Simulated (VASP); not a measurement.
# Ag (I4/mmm) in VASP: further runs

The runs below take Ag through single point, with PBEsol.

All numbers are computed with VASP 6.6.1; they aren't measurements. Logs are shortened: lines on timing, memory, paths and dates and some standing lists are left out, and cuts for length are marked.

### 1 The cell of the first run

It takes space group I4/mmm (No. 139, tetragonal). Conventional cell: a = 3.311 Å, b = 3.311 Å, c = 3.328 Å, α = 90.00°, β = 90.00°, γ = 90.00°. Within 3.8 Å of Ag (site symmetry 4/mmm) lie 14 Ag at 2.87 to 3.33 Å.

### 2 Single point, PBEsol (strain +0.0050 x Voigt [1, 0, 0, 0, 0, 0])

Contents of INCAR:

```
ALGO = Normal
EDIFF = 1E-6
ENCUT = 520
GGA = PS
ISIF = 2
ISMEAR = 0
LASPH = T
LCHARG = T
LELF = T
LREAL = F
LVHAR = T
LWAVE = F
NBANDS = 12
NELM = 100
PREC = Accurate
SIGMA = 0.15
```

Contents of KPOINTS:

```
k-points
0
Gamma
  20 20 20
```

Contents of POSCAR:

```
Ag
1.0
   -1.6639322700      1.6556540000      1.6556540000
    1.6639322700     -1.6556540000      1.6556540000
    1.6639322700      1.6556540000     -1.6556540000
Ag
1
Direct
    0.0000000000      0.0000000000      0.0000000000
```

Potentials or basis: VASP PAW PBE potentials, release 64 (Ag).

Launch:

```console
> cat potpaw_PBE.64/Ag/POTCAR > POTCAR
> mpirun -np 1 vasp_std > vasp.out
```

OUTCAR:

```text
EDIFF = 1E-6
   ENCUT = 520
   GGA = PS
   ISIF = 2
   ISMEAR = 0
   LASPH = T
   LREAL = F
   NELM = 100
   PREC = Accurate

 ion  position               nearest neighbor table
   1  0.000  0.000  0.000-

  LATTYP: Found a body centered tetragonal cell.
 ALAT       =     3.3113080000
 C/A-ratio  =     1.0050000000

  Lattice vectors:

 A1 = (  -1.6639322700,   1.6556540000,  -1.6556540000)
 A2 = (  -1.6639322700,  -1.6556540000,   1.6556540000)
 A3 = (   1.6639322700,   1.6556540000,   1.6556540000)

Analysis of symmetry for initial positions (statically):
=====================================================================
 Subroutine PRICEL returns:
 Original cell was already a primitive cell.

 Routine SETGRP: Setting up the symmetry group for a
 body centered tetragonal supercell.

 Subroutine GETGRP returns: Found 16 space group operations
 (whereof 16 operations were pure point group operations)
 out of a pool of 16 trial point group operations.

The static configuration has the point symmetry D_4h.

Analysis of symmetry for dynamics (positions and initial velocities):
=====================================================================
 Subroutine PRICEL returns:
 Original cell was already a primitive cell.

 Routine SETGRP: Setting up the symmetry group for a
 body centered tetragonal supercell.

 Subroutine GETGRP returns: Found 16 space group operations
 (whereof 16 operations were pure point group operations)
 out of a pool of 16 trial point group operations.

The dynamic configuration has the point symmetry D_4h.

 Subroutine INISYM returns: Found 16 space group operations
 (whereof 16 operations are pure point group operations),
 and found     1 'primitive' translations

----------------------------------------------------------------------------------------

                                     Primitive cell

  volume of cell :      18.2446

  direct lattice vectors                    reciprocal lattice vectors
    -1.663932270  1.655654000  1.655654000     0.000000000  0.301995465  0.301995465
     1.663932270 -1.655654000  1.655654000     0.300493000  0.000000000  0.301995465
     1.663932270  1.655654000 -1.655654000     0.300493000  0.301995465  0.000000000

  length of vectors
     2.872464262  2.872464262  2.872464262     0.427086083  0.426025004  0.426025004

  position of ions in fractional coordinates (direct lattice)
     0.000000000  0.000000000  0.000000000

  ion indices of the primitive-cell ions
   primitive index   ion index
                 1           1

[... 76 lines left out ...]
   NFREE  =      0    steps in history (QN), initial steepest desc. (CG)
   ISIF   =      2    stress and relaxation
   ISYM   =      2    0-nonsym 1-usesym 2-fastsym
   POTIM  = 0.5000    time-step for ionic-motion
   TEBEG  =    0.0;   TEEND  =   0.0 temperature during run
   PSTRESS=    0.0 pullay stress
   NELECT =      11.0000    total number of electrons
   NUPDOWN=      -1.0000    fix difference up-down
   EMIN   =  10.00;   EMAX   =-10.00  energy-range for DOS
   EFERMI =   0.00;   METHOD = LEGACY
   ISMEAR =     0;   SIGMA  =   0.15  broadening in eV -4-tet -1-fermi 0-gaus
   EFERMI_NEDOS =   21; number of points for ismear=-14 and -15
   IALGO  =     38    algorithm
   IMIX   =      4    mixing-type and parameters
     AMIX     =   0.40;   BMIX     =  1.00
     AMIX_MAG =   1.60;   BMIX_MAG =  1.00
  volume/ion in A,a.u.               =      18.24       123.12
  Fermi-wavevector in a.u.,A,eV,Ry     =   1.383017  2.613523 26.024346  1.912735
  Thomas-Fermi vector in A             =   2.507654
   LORBIT       =      0    0 simple, 1 ext, 2 COOP (PROOUT), +10 PAW based schemes
   GGA     = PS    functional components
   LHFCALC =     F    Hartree Fock is set to
   AEXX    =    0.0000 exact exchange contribution
   IVDW    =     0    specifies the selected vdW correction
   LEPSILON=     F    determine dielectric tensor
   LRPA    =     F    only Hartree local field effects (RPA)
 non-spin polarized calculation
 Gauss-broadening in eV      SIGMA  =   0.15
  energy-cutoff  :      520.00
  volume of cell :       18.24
 maximum number of plane-waves:       503
 NGX is ok and might be reduce to    24
   NGX = 11   NGY = 11   NGZ = 11

 number of electron      11.0000000 magnetization

 Free energy of the ion-electron system (eV)
  ---------------------------------------------------
  ext. energy  EPLUGINS =         0.00000000
  ---------------------------------------------------
  free energy    TOTEN  =        -3.23195289 eV

  energy without entropy =       -3.22688627  energy(sigma->0) =       -3.22941958

 E-fermi :   7.3290     XC(G=0): -12.0117

 val. band max:        7.3152449427   @ k =   0.4000   0.0500   0.0500
 cond. band min:       7.3345462080   @ k =   0.4500  -0.4000   0.1000
 fundamental gap:      0.0193012653
 Fermi energy:         7.3290475044

 k-point     1 :       0.0000    0.0000    0.0000
  band No.  band energies     occupation
      1      -0.0083      2.00000
      2       2.6805      2.00000
      3       2.6805      2.00000
      4       2.7010      2.00000
      5       3.8825      2.00000
      6       3.9056      2.00000
      7      24.9646      0.00000
      8      25.0473      0.00000
      9      25.0473      0.00000
     10      30.2143      0.00000
     11      30.3422      0.00000
     12      30.3422      0.00000
[... 331 lines left out ...]
 k-point    24 :       0.1000    0.1000    0.0000
  band No.  band energies     occupation
      1       0.8637      2.00000
      2       2.5491      2.00000
      3       2.6216      2.00000
      4       3.2403      2.00000
      5       3.7166      2.00000
      6       3.9329      2.00000
      7      22.5235      0.00000
      8      23.0131      0.00000
      9      25.5533      0.00000
     10      25.6010      0.00000
     11      28.0568      0.00000
     12      29.1620      0.00000

 [... further k-points ...]
[... 5 lines left out ...]
  --------------------------------------------------------------------------------------
  -------------------------------------------------------------------------------------
  Total       -0.8631374     -0.8774917     -0.8774917      0.0000000      0.0000000      0.0000000
  in kB      -75.7976496    -77.0581880    -77.0581880      0.0000000      0.0000000      0.0000000
  external PRESSURE =     -76.6380085 kB  Pullay stress =       0.0000000 kB

 VOLUME and BASIS-vectors are now :
 -----------------------------------------------------------------------------
  energy-cutoff  :      520.00
  volume of cell :       18.24
      direct lattice vectors                 reciprocal lattice vectors
    -1.663932270  1.655654000  1.655654000     0.000000000  0.301995465  0.301995465
     1.663932270 -1.655654000  1.655654000     0.300493000  0.000000000  0.301995465
     1.663932270  1.655654000 -1.655654000     0.300493000  0.301995465  0.000000000

 POSITION                                       TOTAL-FORCE (eV/Angst)
 -----------------------------------------------------------------------------------
      0.00000      0.00000      0.00000         0.000000      0.000000      0.000000
 -----------------------------------------------------------------------------------
    total drift:                               -0.000000      0.000000      0.000000

  FREE ENERGIE OF THE ION-ELECTRON SYSTEM (eV)
  ---------------------------------------------------
  free  energy   TOTEN  =        -3.2319528878 eV

  energy  without entropy=       -3.2268862706  energy(sigma->0) =       -3.22941958
```

OSZICAR:

```text
N       E                     dE             d eps       ncg     rms          rms(c)
DAV:   1     0.513205020649E+02    0.51321E+02   -0.54339E+03 15552   0.821E+02
DAV:   2    -0.274038817470E+01   -0.54061E+02   -0.51120E+02 17868   0.191E+02
DAV:   3    -0.355319541341E+01   -0.81281E+00   -0.81225E+00 17864   0.249E+01
DAV:   4    -0.355561268862E+01   -0.24173E-02   -0.24172E-02 17392   0.143E+00
DAV:   5    -0.355563211318E+01   -0.19425E-04   -0.19424E-04 17608   0.115E-01    0.470E+00
DAV:   6    -0.324197463101E+01    0.31366E+00   -0.13820E+00 16588   0.102E+01    0.294E+00
DAV:   7    -0.323527299842E+01    0.67016E-02   -0.51964E-03 17168   0.738E-01    0.170E+00
DAV:   8    -0.323194188197E+01    0.33311E-02   -0.67837E-04 17416   0.186E-01    0.552E-02
DAV:   9    -0.323195081046E+01   -0.89285E-05   -0.97449E-06 16992   0.242E-02    0.136E-02
DAV:  10    -0.323195293721E+01   -0.21267E-05   -0.19647E-06 17692   0.125E-02    0.127E-03
DAV:  11    -0.323195288775E+01    0.49457E-07   -0.44067E-08  8460   0.173E-03
   1 F= -.32319529E+01 E0= -.32294196E+01  d E =-.506662E-02
```

Run time: 1.7 min. Hardware: 1 thread of Intel Xeon Platinum 8375C at 2.90GHz (Ice Lake), shared host; peak memory 0.25 GiB.

Results:

| Property | Result |
| --- | --- |
| Free energy | -3.2320 eV |
| Pressure | -7.7 GPa |

Levels at points of the mesh, in eV from the Fermi level:
| k point | band 3 | band 4 | band 5 | band 6 | band 7 | band 8 | band 9 | band 10 |
| --- | --- | --- | --- | --- | --- | --- | --- | --- |
| (0.00, 0.00, 0.00) | -4.65 | -4.63 | -3.45 | -3.42 | 17.64 | 17.72 | 17.72 | 22.89 |
| (0.50, 0.00, 0.00) | -3.47 | -3.32 | -2.53 | 0.06 | 3.79 | 13.00 | 13.76 | 19.10 |
| (0.00, 0.50, 0.00) | -3.50 | -3.33 | -2.54 | 0.03 | 3.74 | 13.08 | 13.87 | 19.18 |
| (0.50, 0.50, 0.50) | -2.76 | -2.75 | -2.75 | 6.56 | 6.70 | 6.70 | 11.85 | 12.89 |

Caveat: the cell differs from its parent crystal (strain +0.0050 x Voigt [1, 0, 0, 0, 0, 0]); the PAW data sets were made with another functional, which shifts forces and pressure a little.

### 3 Single point, PBEsol (strain +0.0100 x Voigt [1, 0, 0, 0, 0, 0])

Contents of INCAR:

```
ALGO = Normal ; EDIFF = 1E-6
ENCUT = 520 ; GGA = PS
ISIF = 2 ; ISMEAR = 0
LASPH = T ; LCHARG = F
LREAL = F ; LWAVE = F
NBANDS = 12 ; NELM = 60
PREC = Accurate ; SIGMA = 0.15
```

KPOINTS is that of step 2.

Contents of POSCAR:

```
Ag
1.0
   -1.6722105400      1.6556540000      1.6556540000
    1.6722105400     -1.6556540000      1.6556540000
    1.6722105400      1.6556540000     -1.6556540000
Ag
1
Direct
    0.0000000000      0.0000000000      0.0000000000
```

Potentials or basis: VASP PAW PBE potentials, release 64 (Ag).

Launch:

```console
> cat potpaw_PBE.64/Ag/POTCAR > POTCAR
> mpirun -np 1 vasp_std > vasp.out
```

It took 86 s on 1 thread of Intel Xeon Platinum 8375C at 2.90GHz (Ice Lake), shared host; peak memory 0.25 GiB.

Results (log left out):

```
Free energy : -3.2276 eV
Pressure    : -8.0 GPa
```

Stress tensor (GPa, compression positive):
```
-7.84  0.00  0.00
 0.00 -8.07  0.00
 0.00  0.00 -8.07
```

Levels at points of the mesh, in eV from the Fermi level:
```
           k point  band 2  band 3  band 4  band 5  band 6  band 7  band 8  band 9  band 10  band 11
(0.00, 0.00, 0.00)   -4.64   -4.64   -4.60   -3.45   -3.41   17.56   17.72   17.72    22.71    22.96
(0.50, 0.00, 0.00)   -5.35   -3.45   -3.31   -2.53    0.09    3.79   12.93   13.65    18.98    19.98
(0.00, 0.50, 0.00)   -5.31   -3.50   -3.33   -2.54    0.03    3.70   13.09   13.86    19.14    20.22
(0.50, 0.50, 0.50)   -5.89   -2.76   -2.75   -2.75    6.46    6.73    6.73   11.77    12.82    12.98
```

Caveat: the cell differs from its parent crystal (strain +0.0100 x Voigt [1, 0, 0, 0, 0, 0]); the PAW data sets were made with another functional, which shifts forces and pressure a little.
